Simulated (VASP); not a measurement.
Set up this calculation in VASP 6.6.1, as the native input.

```
Task                   : single point
Functional             : PBE
Potentials or basis    : VASP PAW PBE potentials, release 64 (Ni, O)
Cutoff                 : 520 eV
k mesh                 : 18 × 18 × 18
Occupations            : gaussian, width 0.1 eV
Spin                   : collinear spin, ferromagnetic start
Starting moments       : [1.6, 0.32] μB
Dipole correction      : no
Further INCAR settings : ALGO = Normal; EDIFF = 1e-06; NBANDS = 19
```

The structure of NiO lies in POSCAR:

```
NiO
1.0
    0.0000000000      2.1495233461      2.1495233461
    2.1495233461      0.0000000000      2.1495233461
    2.1495233461      2.1495233461      0.0000000000
Ni O
1 1
Direct
    0.0000000000      0.0000000000      0.0000000000
    0.5000000000      0.5000000000      0.5000000000
```

This cell differs from its parent crystal: volume scaled by 1.06.

The input as run:

INCAR

```
PREC = Accurate ; ENCUT = 520
EDIFF = 1E-6 ; ISMEAR = 0
SIGMA = 0.1 ; LREAL = False
LASPH = True ; NELM = 150
ALGO = Normal ; ISIF = 2
LWAVE = False ; LCHARG = True
ISPIN = 2 ; MAGMOM = 1.6 0.32
LORBIT = 11 ; LMAXMIX = 4
GGA = PE ; LELF = True
LVHAR = True ; NBANDS = 19
```

KPOINTS

```
Automatic mesh
0
Gamma
  18 18 18
```

Potentials or basis: VASP PAW PBE potentials, release 64 (Ni, O).

Command:

```console
$ cat potpaw_PBE.64/Ni/POTCAR potpaw_PBE.64/O/POTCAR > POTCAR
$ mpirun -np 1 vasp_std > vasp.out
```

Results of the run:

* Pressure: -9.1 GPa
* Net moment: 1.89 μB per cell
* Site moments: Ni +1.54; O +0.30 μB
* Valence electrons inside the program's atomic spheres: Ni 8.83; O 4.94

Caveat: a cell with one magnetic atom can't hold antiferromagnetic order, which such compounds often take.

It took 110 s on 1 thread of AMD EPYC 9R45 96-Core Processor (Zen 5), with other jobs on the host, peak memory 0.2 GiB.
